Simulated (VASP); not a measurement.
Input of a VASP 6.6.1 run:

The input INCAR:

```
PREC = Accurate
ENCUT = 520
EDIFF = 1E-6
ISMEAR = 0
SIGMA = 0.01
LREAL = F
LASPH = T
NELM = 100
ALGO = Normal
ISIF = 2
LWAVE = F
LCHARG = F
NBANDS = 26
```

File KPOINTS:

```
regular mesh
0
Gamma
  8 8 4
```

POSCAR

```
GaN
1.0
    3.1833327219      0.0000000000      0.0000000000
   -1.5916663609      2.7568470059      0.0000000000
    0.0000000000      0.0000000000      5.1127409128
Ga N
2 2
Direct
    0.3333333333      0.6666666667     -0.0019699460
    0.6666666667      0.3333333333      0.4980300540
    0.3333333333      0.6666666667      0.3769699460
    0.6666666667      0.3333333333      0.8769699460
```

Potentials or basis: VASP PAW LDA potentials, release 64 (Ga_d, N).

The run is started by

```console
$ cat potpaw_LDA.64/Ga_d/POTCAR potpaw_LDA.64/N/POTCAR > POTCAR
$ mpirun -np 1 vasp_std > vasp.out
```

**Question.** What does it give for the band gap on the k mesh?

**Answer.** 2.06 eV, direct.

**Question.** Predict the pressure.

**Answer.** -1.9 GPa.

Stress tensor (GPa, compression positive):
```
-3.35  0.00  0.00
 0.00 -3.35  0.00
 0.00  0.00  1.10
```

Caveat: the cell differs from its parent crystal (film at in-plane strain +0.01).
